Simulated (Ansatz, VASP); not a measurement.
# K, level by level in two programs

```
CELL_PARAMETERS angstrom
-2.67945 2.67945 2.67945
2.67945 -2.67945 2.67945
2.67945 2.67945 -2.67945
ATOMIC_POSITIONS crystal
K 0.00000 0.00000 0.00000
```

Single points on this cell with VASP 6.6.1 and Ansatz 0.2.0. Each row is one pair of runs. Alike in all rows: spin: off; k mesh: 7 × 7 × 7; smearing: fermi-dirac, width 0.05 eV.

```csv
level,"VASP's potentials, cutoff","Ansatz's potentials, cutoff","gap on the k mesh at the Fermi level (eV), VASP","gap on the k mesh at the Fermi level (eV), Ansatz","pressure (GPa), VASP","pressure (GPa), Ansatz"
PBEsol,"VASP PAW PBE potentials, release 64 (K_sv), 520 eV","Ansatz PAW, 420 eV",none,none,-0.3,-0.3
PBEsol,"VASP PAW PBE potentials, release 64 (K_sv), 520 eV","JTH PAW, 690 eV",none,none,-0.3,-0.3
LDA,"VASP PAW LDA potentials, release 64 (K_sv), 520 eV","Ansatz PAW, 420 eV",none,none,-0.6,-0.6
r2SCAN,"VASP PAW PBE potentials, release 64 (K_sv), 520 eV","Ansatz PAW, 500 eV",none,none,-0.1,0.0
```

Pressure (GPa): the two programs differ by at most 0.03.

A gap of «none» marks a metal or a gap that the smearing closes.
